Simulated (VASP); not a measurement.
Input of a VASP 6.6.1 run:

INCAR

```
PREC = Accurate
ENCUT = 520
EDIFF = 1E-7
ISMEAR = 1
SIGMA = 0.03
LREAL = F
LASPH = T
NELM = 60
ALGO = Normal
ISIF = 2
LWAVE = F
LCHARG = F
GGA = CA
NBANDS = 8
```

KPOINTS

```
Automatic mesh
0
Gamma
  14 14 14
```

The input POSCAR:

```
Al
1.0
    0.0000000000      1.9916090303      1.9916090303
    1.9916090303      0.0000000000      1.9916090303
    1.9916090303      1.9916090303      0.0000000000
Al
1
Direct
    0.0000000000      0.0000000000      0.0000000000
```

Potentials or basis: VASP PAW LDA potentials, release 64 (Al).

The run is started by

```console
$ cat potpaw_LDA.64/Al/POTCAR > POTCAR
$ mpirun -np 1 vasp_std > vasp.out
```

Problem. What does it give for the pressure?

Solution. -0.1 GPa.
